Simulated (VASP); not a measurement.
A run of VASP 6.6.1 is set up as follows.

The input INCAR:

```
PREC = Accurate
ENCUT = 520
EDIFF = 1E-8
ISMEAR = 0
SIGMA = 0.01
LREAL = False
LASPH = True
NELM = 60
ALGO = Normal
ISIF = 2
LWAVE = False
LCHARG = False
GGA = CA
IBRION = 8
NSW = 1
LEPSILON = True
```

Contents of KPOINTS:

```
regular mesh
0
Gamma
  12 12 12
```

File POSCAR:

```
C
1.0
    0.0000000000      1.7775635585      1.7775635585
    1.7775635585      0.0000000000      1.7775635585
    1.7775635585      1.7775635585      0.0000000000
C
2
Direct
    0.5000000000      0.5000000000      0.5000000000
    0.7500000000      0.7500000000      0.7500000000
```

Potentials or basis: VASP PAW LDA potentials, release 64 (C).

Launch:

```sh
$ cat potpaw_LDA.64/C/POTCAR > POTCAR
$ mpirun -np 1 vasp_std > vasp.out
```

(1) Estimate the electronic dielectric tensor (diagonal).

(2) Predict the Born charges (mean of the diagonal).

(3) What does it give for the highest phonon frequency at Γ?

Results:

(1) 5.79.

(2) C +0.00 e.

(3) 1300 cm⁻¹.

Caveat: the cell stands under pressure or tension, which shifts response properties.
